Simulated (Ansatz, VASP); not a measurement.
# EuZrF4: VASP beside Ansatz

The input INCAR:

```
ALGO = Normal ; EDIFF = 1E-7
ENCUT = 520 ; GGA = PE
ISIF = 2 ; ISMEAR = 0
ISPIN = 2 ; LASPH = T
LCHARG = T ; LELF = T
LMAXMIX = 6 ; LORBIT = 11
LREAL = F ; LVHAR = T
LWAVE = F ; MAGMOM = 7 0 0 0 0 0
NBANDS = 42 ; NELM = 150
PREC = Accurate ; SIGMA = 0.1
```

Contents of KPOINTS:

```
k-points
0
Gamma
  4 4 4
```

The input POSCAR:

```
EuZrF4
1.0
    4.2033620800      0.0000000000      0.0000000000
    0.0000000000      4.2033620800      0.0000000000
    0.0000000000      0.0000000000      5.1325578900
Eu Zr F
1 1 4
Direct
    0.5000000000      0.5000000000      0.0000000000
    0.5000000000      0.5000000000      0.5000000000
    0.0000000000      0.5000000000      0.6994747700
    0.5000000000      0.0000000000      0.6994747700
    0.0000000000      0.5000000000      0.3005252300
    0.5000000000      0.0000000000      0.3005252300
```

Input for Ansatz:

```yaml
crystal:
  lattice:
    - [4.20336208, 0.0, 0.0]
    - [0.0, 4.20336208, 0.0]
    - [0.0, 0.0, 5.13255789]
  atoms:
    - { symbol: Eu, position: [0.5, 0.5, 0.0], spin: 7.0 }
    - { symbol: Zr, position: [0.5, 0.5, 0.5] }
    - { symbol: F, position: [0.0, 0.5, 0.69947477] }
    - { symbol: F, position: [0.5, 0.0, 0.69947477] }
    - { symbol: F, position: [0.0, 0.5, 0.30052523] }
    - { symbol: F, position: [0.5, 0.0, 0.30052523] }
basis:
  ecutwfc: 420
kpoints:
  mp_grid: { grid: [4, 4, 4] }
hamiltonian:
  xc: pbe
scf:
  occupations: { method: gaussian, width: 0.1 }
  lower_state_search: "off"
output:
  forces: true
  stress: true
  eigenvalues: true
  populations: true
magnetization:
  spin_polarized: true
```

Alike in both runs: task single point; functional PBE; k mesh 4 × 4 × 4; occupations gaussian, width 0.1 eV; collinear spin.

|  | VASP | Ansatz |
| --- | --- | --- |
| version | VASP 6.6.1 | Ansatz 0.2.0 |
| potentials or method | VASP PAW PBE potentials, release 64 (Eu, Zr_sv, F), cutoff 520 eV | scalar-relativistic, plane waves, PAW |
| valence electrons in the cell | 57 | 57 |

|  | VASP | Ansatz | Ansatz less VASP |
| --- | --- | --- | --- |
| gap on the k mesh at the Fermi level (eV) | none | none | - |
| pressure (GPa) | 10.5 | 10.6 | +0.06 |
| traceless stress, the component that is largest in VASP (GPa) | 39.88 | 39.90 | +0.023 |
| rms of the force components (eV/Å) | 1.369 | 1.362 | -0.0063 |
| net moment per atom (μB) | 1.14 | 1.14 | 0.000 |
| size of the moment on the site where the two differ most (μB) | 6.55 | 6.60 | +0.048 |

Site moments also hang on the region over which each program counts them. Atom by atom the forces differ by 0.006 eV/Å (rms over components). A gap of «none» marks a metal or a gap that the smearing closes. The functional is the same, so the differences come from potentials, cutoffs and numerics.

The k mesh is coarse, so the values compare programs but aren't converged. Neither program's run includes spin-orbit coupling.
